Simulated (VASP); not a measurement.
Crystal: MgS.

```xyz
4
Lattice="0.0002 2.8809 2.7707 2.8654 2.8803 0.0008 -2.8247 5.7191 -2.7281" Properties=species:S:1:pos:R:3 pbc="T T T"
Mg   -2.8110    5.7762   -2.7752
Mg   -0.0292    5.7414    0.0090
S    -1.3660    7.0813   -1.2544
S     1.4528    7.2109    1.3686
```

| Property | Result |
| --- | --- |
| Program | VASP 6.6.1 |
| Task | relaxation of cell and atoms |
| Functional | PBE |
| Potentials or basis | VASP PAW PBE potentials, release 64 (Mg, S) |
| Cutoff | 600 eV |
| k mesh | 6 × 6 × 6 |
| Occupations | gaussian, width 0.1 eV |
| Spin | no spin polarisation |

At the start: pressure 1.8 GPa; volume 22.61 Å³/atom.

Q: Where does the relaxation end?

A: Over 11 steps the energy falls by 44.9 meV/atom and the volume is 23.06 Å³/atom (+2.0 %); space group P1 (No. 1, to 0.1 Å) before, F-43m (No. 216, to 0.1 Å).

Step by step:
```tsv
step	energy change (eV)	largest force (eV/Å)	pressure (GPa)	volume (Å³)
1	0.0000	1.7304	1.80	90.46
2	-0.1384	0.3618	-0.83	93.78
3	-0.1394	0.4097	-0.67	93.47
4	-0.1661	0.2161	-0.17	92.53
5	-0.1748	0.0970	0.38	91.61
6	-0.1774	0.0668	-0.06	92.33
7	-0.1776	0.0736	-0.18	92.54
8	-0.1788	0.0392	-0.08	92.37
9	-0.1792	0.0459	0.02	92.22
10	-0.1796	0.0254	0.01	92.24
11	-0.1797	0.0224	0.00	92.25
```

Final structure:
```yaml
crystal:
  lattice:
    - [-0.00072, 2.85124, 2.84190]
    - [2.84957, 2.84962, 0.00110]
    - [-2.84861, 5.69644, -2.83800]
  atoms:
    - { symbol: Mg, position: [0.00101, 0.00079, 0.99980] }
    - { symbol: Mg, position: [0.49933, 0.49881, 0.49993] }
    - { symbol: S, position: [0.37579, 0.37573, 0.87517] }
    - { symbol: S, position: [0.87387, 0.87466, 0.37510] }
```
